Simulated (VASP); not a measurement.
A run of VASP 6.6.1 is set up as follows.

Contents of POSCAR:

```
LiCl
1.0
    0.0000000000      2.6032314000      2.5262886000
    2.6032314000      0.0000000000      2.5262886000
    2.6032314000      2.6032314000      0.0000000000
Li Cl
1 1
Direct
    0.0000000000      0.0000000000      0.0000000000
    0.5000000000      0.5000000000      0.5000000000
```

The input INCAR.step1:

```
SYSTEM = LiCl
PREC = Accurate
ENCUT = 520
ISMEAR = 0
SIGMA = 0.05
LREAL = .FALSE.
LASPH = .TRUE.
NELM = 100
NBANDS = 12
GGA = PE
ALGO = Normal
EDIFF = 1E-4
LWAVE = .TRUE.
LCHARG = .FALSE.
```

INCAR.step2

```
SYSTEM = LiCl
PREC = Accurate
ENCUT = 520
EDIFF = 1E-6
ISMEAR = 0
SIGMA = 0.05
LREAL = .FALSE.
LASPH = .TRUE.
NELM = 100
ALGO = Normal
ISIF = 2
LWAVE = .FALSE.
LCHARG = .FALSE.
METAGGA = R2SCAN
LMIXTAU = .TRUE.
NBANDS = 12
ISTART = 1
```

The input KPOINTS:

```
regular mesh
0
G
  8 8 8
  0 0 0
```

Potentials or basis: VASP PAW PBE potentials, release 64 (Li_sv, Cl).

The run is started by

```bash
$ cat potpaw_PBE.64/Li_sv/POTCAR potpaw_PBE.64/Cl/POTCAR > POTCAR
$ cp INCAR.step1 INCAR
$ mpirun -np 1 vasp_std > vasp.out
$ cp INCAR.step2 INCAR
$ mpirun -np 1 vasp_std > vasp.out
```

Question: Predict the band gap on the k mesh.

Answer: 7.17 eV.

Caveat: the cell differs from its parent crystal (strain +0.015 along x and y, -0.015 along z). A k mesh can miss the band edges.
